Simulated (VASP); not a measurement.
Runs of VASP 6.6.1 on CoO. The structure is that of space group Pmm2 (No. 25), or close to it. The cells are those of the table. 

```csv
cell,k mesh,gap on the mesh (eV),moment (μB),largest force (eV/Å)
"a = 9.900, b = 9.300, c = 3.441 Å, 2 atoms",1 × 1 × 19,-,3.00,3.21
"a = 9.000, b = 9.300, c = 3.823 Å, 2 atoms",1 × 1 × 17,-,3.00,0.59
"a = 9.900, b = 9.300, c = 3.430 Å, 2 atoms",1 × 1 × 19,none,3.00,0.02
"a = 10.700, b = 9.300, c = 3.432 Å, 2 atoms",1 × 1 × 32,none,3.00,0.02
"a = 10.700, b = 9.300, c = 2.026 Å, 2 atoms",1 × 1 × 32,none,(a),2.36
```

Alike in all rows: task single point; level PBE; potentials or basis VASP PAW PBE potentials, release 64 (Co, O); spin collinear, ferromagnetic start; cutoff (eV) 520; smearing gaussian 0.05 eV.

Q: Estimate the missing entries.

A: (a) 2.63.

Caveats: semilocal functionals often make such compounds metallic where correlation or magnetic order opens a gap, which also shifts bond lengths.

A gap of «none» marks levels without a gap at the run's occupations.
